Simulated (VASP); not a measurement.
**Nb: single point with PBEsol**

The system is Nb.

```xyz
3
Lattice="1.4091 0.8135 7.8722 -1.4091 0.8135 7.8722 0.0000 -1.6271 7.8722" Properties=species:S:1:pos:R:3 pbc="T T T"
Nb    0.0000    0.0000    0.0000
Nb    0.0000    0.0000    5.2497
Nb    0.0000    0.0000   18.3668
```

```yaml
Program: VASP 6.6.1
Task: single point
Functional: PBEsol
Potentials_or_basis: VASP PAW PBE potentials, release 64 (Nb_sv)
Cutoff: 520 eV
k_mesh: 9 × 9 × 9
Occupations: gaussian, width 0.1 eV
Spin: no spin polarisation
```

```yaml
Pressure: -0.4 GPa
```

Stress tensor (GPa, compression positive):
```
-0.31  0.00  0.00
 0.00 -0.31  0.00
 0.00  0.00 -0.51
```

Levels at points of the mesh, in eV from the Fermi level:
```
           k point  band 15  band 16  band 17  band 18  band 19  band 20  band 21  band 22  band 23  band 24
(0.00, 0.00, 0.00)    -4.20    -1.22    -0.92    -0.92     0.31     0.31     0.41     0.41     0.69     0.69
```

Run time: 9.5 min on 1 thread of Intel(R) Xeon(R) Platinum 8124M CPU @ 3.00GHz (Skylake/Cascade Lake), on a shared host, peak memory 0.51 GiB.

Caveat: the PAW data sets were made with another functional, which shifts forces and pressure a little.
